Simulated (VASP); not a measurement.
# HfI: relaxation of cell and atoms with PBE

The system is HfI.

```
Hf I
1.0
     3.48902    0.00000    0.00000
    -1.74451    3.02158    0.00000
     0.00000    0.00000    4.63595
Hf I
1 1
Direct
  0.00000 0.00000 0.00000
  0.33333 0.66667 0.50000
```

```
Program                : VASP 6.6.1
Task                   : relaxation of cell and atoms
Functional             : PBE
Potentials or basis    : VASP PAW PBE potentials, release 64 (Hf_pv, I)
Cutoff                 : 600 eV
k mesh                 : 18 × 18 × 12
Occupations            : gaussian, width 0.1 eV
Spin                   : no spin polarisation
Dipole correction      : no
Further INCAR settings : ALGO = Normal; EDIFF = 1e-06; IBRION = 2; EDIFFG = -0.01; NSW = 100; ISIF = 3
```

The relaxed volume is 24.49 Å³/atom and the relaxed cell is a = 3.491 Å, b = 3.491 Å, c = 4.641 Å, α = 90.00°, β = 90.00°, γ = 120.00°. The space group after relaxing (to 0.05 Å) is P-6m2 (No. 187) and the energy gained by relaxing is 0.0 meV/atom. The ionic steps are 2 and the pressure after relaxing is 0.0 GPa.

Final structure:
```yaml
crystal:
  lattice:
    - [3.49091, 0.00000, 0.00000]
    - [-1.74546, 3.02322, 0.00000]
    - [0.00000, 0.00000, 4.64076]
  atoms:
    - { symbol: Hf, position: [0.00000, 0.00000, 0.00000] }
    - { symbol: I, position: [0.33333, 0.66667, 0.50000] }
```

Levels at points of the mesh, in eV from the Fermi level:
```
           k point  band 4  band 5  band 6  band 7  band 8  band 9  band 10  band 11  band 12
(0.00, 0.00, 0.00)  -16.48   -6.07   -4.08   -2.40   -2.40    1.17     1.46     1.46     1.69
(0.50, 0.00, 0.00)  -14.76   -8.27   -5.84   -3.44   -2.17    0.80     0.89     1.01     2.51
(0.00, 0.00, 0.50)  -16.07   -8.65   -2.22   -2.22   -1.29    0.35     0.35     2.03     2.03
(0.50, 0.00, 0.50)  -14.77   -7.68   -6.23   -4.06   -2.23   -0.10     0.82     3.28     3.39
```

Run time: 2.9 min on 1 thread of Intel(R) Xeon(R) Platinum 8259CL CPU @ 2.50GHz (Skylake/Cascade Lake), on a shared host, peak memory 0.36 GiB.

Caveat: spin-orbit coupling is left out, which moves the levels of the heavy elements; an odd number of electrons without spin polarisation forces a metal; a magnetic or distorted state may lie lower.
